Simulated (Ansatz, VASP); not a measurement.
**Two plane-wave programs on Zn**

INCAR

```
PREC = Accurate ; ENCUT = 520
EDIFF = 1E-6 ; ISMEAR = -1
SIGMA = 0.1 ; LREAL = F
LASPH = T ; NELM = 80
ALGO = Normal ; ISIF = 2
LWAVE = F ; LCHARG = F
GGA = B5 ; ALDAX = 1.0
AGGAX = 1.0 ; AGGAC = 1.0
ALDAC = 0.0 ; NBANDS = 12
```

KPOINTS

```
regular mesh
0
Gamma
  13 13 13
```

Contents of POSCAR:

```
Zn
1.0
    2.6528226406      0.0000000000      0.0000000000
    0.0000000000      2.6528226406      0.0000000000
    0.0000000000      0.0000000000      2.6528226406
Zn
1
Direct
    0.0000000000      0.0000000000      0.0000000000
```

Input for Ansatz:

```yaml
crystal:
  lattice:
    - [2.6528226406, 0.0, 0.0]
    - [0.0, 2.6528226406, 0.0]
    - [0.0, 0.0, 2.6528226406]
  atoms:
    - { symbol: Zn, position: [0.0, 0.0, 0.0] }
hamiltonian:
  xc: blyp
  pseudopotentials:
    kind: paw
    azcp:
      Zn: "pseudopotentials/Zn.paw.azcp"
basis:
  ecutwfc: 420
  fft_grid_basis: typed
kpoints:
  mp_grid: { grid: [13, 13, 13], shift: [0, 0, 0] }
magnetization:
  spin_polarized: false
scf:
  occupations: { method: fermi_dirac, width: 0.1 }
  lower_state_search: "off"
output:
  stress: true
```

Alike in both runs: task single point; functional BLYP; k mesh 13 × 13 × 13; occupations fermi-dirac, width 0.1 eV; no spin polarisation.

|  | VASP | Ansatz |
| --- | --- | --- |
| version | VASP 6.6.1 | Ansatz 0.2.0 |
| potentials or method | VASP PAW PBE potentials, release 64 (Zn), cutoff 520 eV | plane waves (420 eV) with PAW, scalar-relativistic |
| valence electrons in the cell | 12 | 12 |

Ansatz gave:

| Property | Result |
| --- | --- |
| pressure (GPa) | 3.1 |

Task: What did VASP give for the same quantities?

Result: Pressure (GPa): 3.3.

VASP's potentials were made for PBE, not for BLYP.
